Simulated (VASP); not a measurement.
Here is a VASP 6.6.1 calculation.

File INCAR:

```
SYSTEM = NbTe
ALGO = Normal
EDIFF = 1E-7
ENCUT = 520
GGA = PE
ISIF = 2
ISMEAR = 0
LASPH = .TRUE.
LCHARG = .TRUE.
LELF = .TRUE.
LREAL = .FALSE.
LVHAR = .TRUE.
LWAVE = .FALSE.
NBANDS = 16
NELM = 100
PREC = Accurate
SIGMA = 0.03
```

The input KPOINTS:

```
k-points
0
G
  8 8 7
  0 0 0
```

Contents of POSCAR:

```
NbTe
1.0
    3.7029743866      0.0000000000      0.0000000000
   -1.8514871933      3.2068698884      0.0000000000
    0.0000000000      0.0000000000      3.6942110000
Te Nb
1 1
Direct
    0.6666666667      0.3333333333      0.0000000000
    0.0000000000      0.0000000000      0.5000000000
```

Potentials or basis: VASP PAW PBE potentials, release 64 (Te, Nb_sv).

The run is started by

```console
$ cat potpaw_PBE.64/Te/POTCAR potpaw_PBE.64/Nb_sv/POTCAR > POTCAR
$ mpirun -np 1 vasp_std > vasp.out
```

Question: Predict the band gap on the k mesh.

Answer: Zero (an odd number of electrons rules out a gap without spin polarisation).

Question: Predict the pressure.

Answer: -0.9 GPa.

Stress tensor (GPa, compression positive):
```
-1.20  0.00  0.00
 0.00 -1.20  0.00
 0.00  0.00 -0.16
```

Caveat: spin-orbit coupling is left out, which moves the levels of the heavy elements.
